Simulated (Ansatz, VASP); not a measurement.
# One calculation of KF, two programs

```
K F
1.0
     0.07186    2.67764    2.67764
     2.67764    0.07186    2.67764
     2.67764    2.67764    0.07186
K F
1 1
Direct
  0.00000 0.00000 0.00000
  0.50000 0.50000 0.50000
```

Change from the starting cell: epitaxial_111 strain -2.0%.

Alike in both runs: task single point; functional r2SCAN; k mesh 8 × 8 × 8; no spin polarisation.

|  | VASP | Ansatz |
| --- | --- | --- |
| version | VASP 6.6.1 | Ansatz 0.2.0 |
| potentials or method | VASP PAW PBE potentials, release 64 (K_sv, F) | plane waves, PAW |
| plane-wave cutoff (eV) | 520 | 500 |
| occupations | gaussian, width 0.01 eV | fixed |
| valence electrons in the cell | 16 | 16 |

|  | VASP | Ansatz | Ansatz less VASP |
| --- | --- | --- | --- |
| gap on the k mesh at the Fermi level (eV) | 7.00 | 7.00 | +0.001 |
| pressure (GPa) | 0.7 | 0.7 | +0.02 |
| traceless stress, the component that is largest in VASP (GPa) | -0.35 | -0.36 | -0.002 |

VASP's potentials were made for PBE, not for r2SCAN.
